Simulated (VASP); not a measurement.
# NaLuS2 in VASP: a series of runs

The runs below take NaLuS2 through single point, with PBE.

All numbers are computed with VASP 6.6.1; they aren't measurements. Logs are shortened: lines on timing, memory, paths and dates and some standing lists are left out, and cuts for length are marked.

**1. The cell of the first run**

The cell holds a disordered packing, 8 atoms: a = 5.976 Å, b = 5.663 Å, c = 5.520 Å, α = 102.39°, β = 79.66°, γ = 81.83°.

**2. Single point, PBE**

The input, INCAR:

```
PREC = Accurate
ENCUT = 520
EDIFF = 1E-6
ISMEAR = 1
SIGMA = 0.15
LREAL = False
LASPH = True
NELM = 100
ALGO = Normal
ISIF = 2
LWAVE = False
LCHARG = True
GGA = PE
LELF = True
LVHAR = True
NBANDS = 54
```

The input, KPOINTS:

```
regular mesh
0
Gamma
  3 3 3
```

The input, POSCAR:

```
NaLuS2
1.0
    5.9430640000      0.5272220000     -0.3355130000
    0.2540320000      5.5476060000     -1.1108120000
    1.3159260000     -0.1964720000      5.3574300000
Lu S Na
2 4 2
Direct
    0.1374711645      0.9852440240      0.3191217146
    0.9333070054      0.4770249418      0.0931451578
    0.1257954040      0.4770587692      0.6288641380
    0.2924800480      0.8519392844      0.8067684018
    0.4736437169      0.3766677081      0.0894194856
    0.6268206703      0.8851133191      0.3981056178
    0.6957352149      0.9264347203      0.9086369796
    0.6809095477      0.3614438452      0.6611554730
```

Potentials or basis: VASP PAW PBE potentials, release 64 (Lu, S, Na_pv).

Launch:

```
> cat potpaw_PBE.64/Lu/POTCAR potpaw_PBE.64/S/POTCAR potpaw_PBE.64/Na_pv/POTCAR > POTCAR
> mpirun -np 1 vasp_std > vasp.out
```

OUTCAR:

```text
PREC = Accurate
   ENCUT = 520
   EDIFF = 1E-6
   ISMEAR = 1
   LREAL = False
   LASPH = True
   NELM = 100
   ISIF = 2
   GGA = PE

 ion  position               nearest neighbor table
   1  0.137  0.985  0.319-   4 2.72   3 2.92   6 3.03   6 3.15   4 3.20   8 3.21   2 3.37   2 3.45

   2  0.933  0.477  0.093-   3 2.61   6 2.75   5 2.89   8 3.05   7 3.18   5 3.19   1 3.37   1 3.45

   3  0.126  0.477  0.629-   4 2.55   2 2.61   1 2.92
   4  0.292  0.852  0.807-   3 2.55   7 2.64   1 2.72   6 2.79   1 3.20
   5  0.474  0.377  0.089-   8 2.44   7 2.59   2 2.89   2 3.19
   6  0.627  0.885  0.398-   7 2.72   2 2.75   4 2.79   1 3.03   1 3.15
   7  0.696  0.926  0.909-   5 2.59   4 2.64   6 2.72   2 3.18
   8  0.681  0.361  0.661-   5 2.44   2 3.05   1 3.21

  LATTYP: Found a triclinic cell.
 ALAT       =     5.6634236896
 B/A-ratio  =     1.5389128017
 C/A-ratio  =     1.8204639635
 COS(alpha) =     0.0054500616
 COS(beta)  =     0.5167790603
 COS(gamma) =     0.7856847273

  Lattice vectors:

 A1 = (  -0.2540320000,  -5.5476060000,   1.1108120000)
 A2 = (   1.0618940000,  -5.7440780000,   6.4682420000)
 A3 = (  -7.5130220000,  -5.8783560000,  -3.9111050000)

Analysis of symmetry for initial positions (statically):
=====================================================================
 Subroutine PRICEL returns:
 Original cell was already a primitive cell.

 Routine SETGRP: Setting up the symmetry group for a
 triclinic supercell.

 Subroutine GETGRP returns: Found  1 space group operations
 (whereof  1 operations were pure point group operations)
 out of a pool of  2 trial point group operations.

The static configuration has the point symmetry C_1 .

Analysis of symmetry for dynamics (positions and initial velocities):
=====================================================================
 Subroutine PRICEL returns:
 Original cell was already a primitive cell.

 Routine SETGRP: Setting up the symmetry group for a
 triclinic supercell.

 Subroutine GETGRP returns: Found  1 space group operations
 (whereof  1 operations were pure point group operations)
 out of a pool of  2 trial point group operations.

The dynamic configuration has the point symmetry C_1 .

 Subroutine INISYM returns: Found  1 space group operations
[... 99 lines left out ...]
   LREAL  =      F    real-space projection
   EDIFFG = 0.1E-04   stopping-criterion for IOM
   NSW    =      0    number of steps for IOM
   IBRION =     -1    ionic relax: 0-MD 1-quasi-New 2-CG
   NFREE  =      0    steps in history (QN), initial steepest desc. (CG)
   ISIF   =      2    stress and relaxation
   ISYM   =      2    0-nonsym 1-usesym 2-fastsym
   POTIM  = 0.5000    time-step for ionic-motion
   TEBEG  =    0.0;   TEEND  =   0.0 temperature during run
   PSTRESS=    0.0 pullay stress
   NELECT =      88.0000    total number of electrons
   NUPDOWN=      -1.0000    fix difference up-down
   EMIN   =  10.00;   EMAX   =-10.00  energy-range for DOS
   EFERMI =   0.00;   METHOD = LEGACY
   ISMEAR =     1;   SIGMA  =   0.15  broadening in eV -4-tet -1-fermi 0-gaus
   EFERMI_NEDOS =   21; number of points for ismear=-14 and -15
   IALGO  =     38    algorithm
   IMIX   =      4    mixing-type and parameters
     AMIX     =   0.40;   BMIX     =  1.00
     AMIX_MAG =   1.60;   BMIX_MAG =  1.00
  volume/ion in A,a.u.               =      22.04       148.73
  Fermi-wavevector in a.u.,A,eV,Ry     =   1.298594  2.453987 22.944132  1.686346
  Thomas-Fermi vector in A             =   2.429912
   LORBIT       =      0    0 simple, 1 ext, 2 COOP (PROOUT), +10 PAW based schemes
   GGA     = PE    functional components
   LHFCALC =     F    Hartree Fock is set to
   AEXX    =    0.0000 exact exchange contribution
   IVDW    =     0    specifies the selected vdW correction
   LEPSILON=     F    determine dielectric tensor
   LRPA    =     F    only Hartree local field effects (RPA)
 non-spin polarized calculation
 Methfessel and Paxton  Order N= 1 SIGMA  =   0.15
  energy-cutoff  :      520.00
  volume of cell :      176.31
 maximum number of plane-waves:      4766
 NGX is ok and might be reduce to    48
   NGX = 23   NGY = 21   NGZ = 21

 number of electron      88.0000002 magnetization

 Free energy of the ion-electron system (eV)
  ---------------------------------------------------
  ext. energy  EPLUGINS =         0.00000000
  ---------------------------------------------------
  free energy    TOTEN  =       -34.00462638 eV

  energy without entropy =      -34.01121130  energy(sigma->0) =      -34.00682135

 E-fermi :   3.4754     XC(G=0):  -9.6632

 val. band max:        3.3822398530   @ k =  -0.3333  -0.0000   0.3333
 cond. band min:       3.5971171330   @ k =   0.0000   0.0000   0.0000
 fundamental gap:      0.2148772800
 Fermi energy:         3.4753555414

 k-point     1 :       0.0000    0.0000    0.0000
  band No.  band energies     occupation
      1     -53.8454      2.00000
      2     -53.5837      2.00000
      3     -24.5664      2.00000
      4     -24.4963      2.00000
      5     -24.3895      2.00000
      6     -24.2920      2.00000
[... 787 lines left out ...]
     53       7.3249      0.00000
     54       7.5405      0.00000

------------------------ aborting loop because EDIFF is reached ----------------------------------------

  FORCE on cell =-STRESS in cart. coord.  units (eV):
  Direction    XX          YY          ZZ          XY          YZ          ZX
  --------------------------------------------------------------------------------------
  -------------------------------------------------------------------------------------
  Total       -8.9359423      5.7082356      1.1929871      2.3427428     -1.2625959      2.3663125
  in kB      -81.2014621     51.8710905     10.8407476     21.2886491    -11.4732869     21.5028288
  external PRESSURE =      -6.1632080 kB  Pullay stress =       0.0000000 kB

 VOLUME and BASIS-vectors are now :
 -----------------------------------------------------------------------------
  energy-cutoff  :      520.00
  volume of cell :      176.31
      direct lattice vectors                 reciprocal lattice vectors
     5.943064000  0.527222000 -0.335513000     0.167330147 -0.016009524 -0.041687808
     0.254032000  5.547606000 -1.110812000    -0.015646144  0.183088342  0.010557469
     1.315926000 -0.196472000  5.357430000     0.007235095  0.036959013  0.186234923

 POSITION                                       TOTAL-FORCE (eV/Angst)
 -----------------------------------------------------------------------------------
      1.48722      5.47552      0.56913         2.116000     -0.414579      0.282402
      5.79045      3.12011     -0.34400         0.129306     -0.101377      0.670174
      1.69634      2.58930      2.79697        -2.311811     -1.404844     -0.832073
      3.01630      4.72192      3.27773        -1.701633      1.228268      1.940861
      3.02825      2.32175     -0.09826         0.394850      0.563169      0.893277
      4.47396      5.16252      0.93932         2.386056     -0.007445     -1.198843
      5.56584      5.32778      3.60544         0.228248     -0.119938     -0.320096
      5.00854      2.23424      2.91214        -1.241016      0.256746     -1.435702
 -----------------------------------------------------------------------------------
    total drift:                               -0.000520     -0.000356      0.000294

  FREE ENERGIE OF THE ION-ELECTRON SYSTEM (eV)
  ---------------------------------------------------
  free  energy   TOTEN  =       -34.0046263763 eV

  energy  without entropy=      -34.0112113010  energy(sigma->0) =      -34.00682135
```

OSZICAR:

```text
N       E                     dE             d eps       ncg     rms          rms(c)
DAV:   1     0.878359055198E+03    0.87836E+03   -0.35975E+04  2340   0.458E+03
DAV:   2     0.131405737641E+03   -0.74695E+03   -0.71370E+03  1920   0.907E+02
DAV:   3    -0.178903212773E+02   -0.14930E+03   -0.14466E+03  1738   0.215E+02
DAV:   4    -0.357464280489E+02   -0.17856E+02   -0.17648E+02  2104   0.668E+01
DAV:   5    -0.371148395841E+02   -0.13684E+01   -0.13597E+01  2696   0.147E+01    0.141E+01
DAV:   6    -0.340026471760E+02    0.31122E+01   -0.11771E+01  2728   0.639E+01    0.869E+00
DAV:   7    -0.340068184189E+02   -0.41712E-02   -0.29426E+00  2200   0.105E+01    0.470E+00
DAV:   8    -0.340020521536E+02    0.47663E-02   -0.37966E-01  2104   0.389E+00    0.179E+00
DAV:   9    -0.340034801228E+02   -0.14280E-02   -0.60586E-02  2160   0.171E+00    0.478E-01
DAV:  10    -0.340041234125E+02   -0.64329E-03   -0.11981E-02  2248   0.562E-01    0.281E-01
DAV:  11    -0.340045742672E+02   -0.45085E-03   -0.28850E-03  2152   0.374E-01    0.109E-01
DAV:  12    -0.340046135193E+02   -0.39252E-04   -0.99751E-04  1984   0.190E-01    0.390E-02
DAV:  13    -0.340046173623E+02   -0.38430E-05   -0.11789E-04  1848   0.586E-02    0.306E-02
DAV:  14    -0.340046254954E+02   -0.81331E-05   -0.30950E-05  1984   0.256E-02    0.120E-02
DAV:  15    -0.340046263763E+02   -0.88095E-06   -0.54532E-06  1664   0.111E-02
   1 F= -.34004626E+02 E0= -.34006821E+02  d E =0.658492E-02
```

Wall time 2 min (1 thread of Intel Xeon Platinum 8559C (Emerald Rapids), shared host); peak memory 0.33 GiB.

What came out:

* Free energy: -34.0046 eV
* Pressure: -0.6 GPa
* Largest force: 2.859 eV/Å
* Band gap on the k mesh: 0.21 eV (least direct gap 0.37 eV)

Forces in eV/Å, atoms in the order of the input:
```
Lu   2.116 -0.415  0.282
Lu   0.129 -0.101  0.670
S   -2.312 -1.405 -0.832
S   -1.702  1.228  1.941
S    0.395  0.563  0.893
S    2.386 -0.007 -1.199
Na   0.228 -0.120 -0.320
Na  -1.241  0.257 -1.436
```

Caveat: spin-orbit coupling is left out, which moves the levels of the heavy elements.

**3. Single point, PBE**

The input, INCAR:

```
SYSTEM = NaLuS2
PREC = Accurate
ENCUT = 520
EDIFF = 1E-7
ISMEAR = 1
SIGMA = 0.15
LREAL = .False.
LASPH = .True.
NELM = 60
ALGO = Normal
ISIF = 2
LWAVE = .False.
LCHARG = .False.
GGA = PE
NBANDS = 54
```

The input, KPOINTS:

```
regular mesh
0
Gamma
  3 3 3
  0 0 0
```

The input, POSCAR:

```
NaLuS2
1.0
    5.9430640000      0.5272220000     -0.3355130000
    0.2540320000      5.5476060000     -1.1108120000
    1.3159260000     -0.1964720000      5.3574300000
Lu S Na
2 4 2
Direct
    0.1613600406      0.9747148698      0.3065812088
    0.9165324393      0.4823790358      0.0826728431
    0.0154468436      0.4482588610      0.6085572632
    0.2337512458      0.9105945643      0.9132582135
    0.4892044300      0.3728296902      0.1172969390
    0.7488771856      0.8654378892      0.3784506422
    0.7038705637      0.9520228244      0.9549685394
    0.6625012884      0.3663973622      0.6583149722
```

Potentials or basis: VASP PAW PBE potentials, release 64 (Lu, S, Na_pv).

Launch:

```
> cat potpaw_PBE.64/Lu/POTCAR potpaw_PBE.64/S/POTCAR potpaw_PBE.64/Na_pv/POTCAR > POTCAR
> mpirun -np 1 vasp_std > vasp.out
```

Run time: 2.2 min. Hardware: 1 thread of Intel Xeon Platinum 8559C (Emerald Rapids), shared host; peak memory 0.33 GiB.

It converged, with:

| Item | Value |
| --- | --- |
| Free energy | -35.4252 eV |
| Pressure | 10.4 GPa |
| Largest force | 9.069 eV/Å |
| Band gap on the k mesh | 1.90 eV (least direct gap 1.97 eV) |

Forces on the atoms (eV/Å):
```
Lu   1.845  0.802  8.843
Lu   1.045 -2.081  0.301
S    2.501  0.012 -1.370
S   -1.384 -0.548 -7.823
S    0.285  1.589  0.660
S   -0.242  1.666  1.014
Na  -0.059 -0.629 -1.214
Na  -3.990 -0.810 -0.410
```

Stress tensor (GPa, compression positive):
```
 3.99  1.80  1.60
 1.80  8.52  0.65
 1.60  0.65 18.57
```

Levels at points of the mesh, in eV from the valence-band top:
```tsv
k point	band 40	band 41	band 42	band 43	band 44	band 45	band 46	band 47	band 48	band 49
(0.00, 0.00, 0.00)	-1.35	-0.99	-0.83	-0.32	-0.07	1.90	2.52	3.02	3.58	3.69
```

Caveat: spin-orbit coupling is left out, which moves the levels of the heavy elements.

(Continued in part 2 of 2.)
